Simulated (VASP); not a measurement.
Here is a VASP 6.6.1 calculation.

Contents of INCAR:

```
SYSTEM = MnS
PREC     = Accurate       ! precision mode
ENCUT    = 520            ! plane-wave cutoff, eV
EDIFF    = 1E-6           ! SCF threshold, eV
ISMEAR   = -1             ! smearing method
SIGMA    = 0.05           ! smearing width, eV
LREAL    = .False.        ! projectors in reciprocal space
LASPH    = .True.         ! aspherical terms in the spheres
NELM     = 150            ! most SCF steps
ALGO     = Normal         ! electronic algorithm
ISIF     = 2              ! what is computed and relaxed
LWAVE    = .False.        ! write WAVECAR
LCHARG   = .False.        ! write CHGCAR
ISPIN    = 2              ! spin polarisation
MAGMOM   = 4 0            ! initial moments
LORBIT   = 11             ! projections on sites
LMAXMIX  = 4              ! l up to which the mixer works
GGA      = PS             ! functional
NBANDS   = 20             ! bands
```

Contents of KPOINTS:

```
regular mesh
0
Gamma
  9 9 9
  0 0 0
```

File POSCAR:

```
MnS
1.0
    0.0000000000      2.4204424016      2.4204424016
    2.4204424016      0.0000000000      2.4204424016
    2.4204424016      2.4204424016      0.0000000000
Mn S
1 1
Direct
    0.0000000000      0.0000000000      0.0000000000
    0.5000000000      0.5000000000      0.5000000000
```

Potentials or basis: VASP PAW PBE potentials, release 64 (Mn_pv, S).

Run with:

```console
$ cat potpaw_PBE.64/Mn_pv/POTCAR potpaw_PBE.64/S/POTCAR > POTCAR
$ mpirun -np 1 vasp_std > vasp.out
```

Problem. What does it give for the net moment?

Solution. 3.90 μB per cell.

Problem. Predict the site moments.

Solution. Mn +3.62; S +0.06 μB.

Problem. Estimate the pressure.

Solution. 5.2 GPa.

Caveat: the cell stands under pressure; the PAW data sets were made with another functional, which shifts forces and pressure a little; a cell with one magnetic atom can't hold antiferromagnetic order, which such compounds often take.
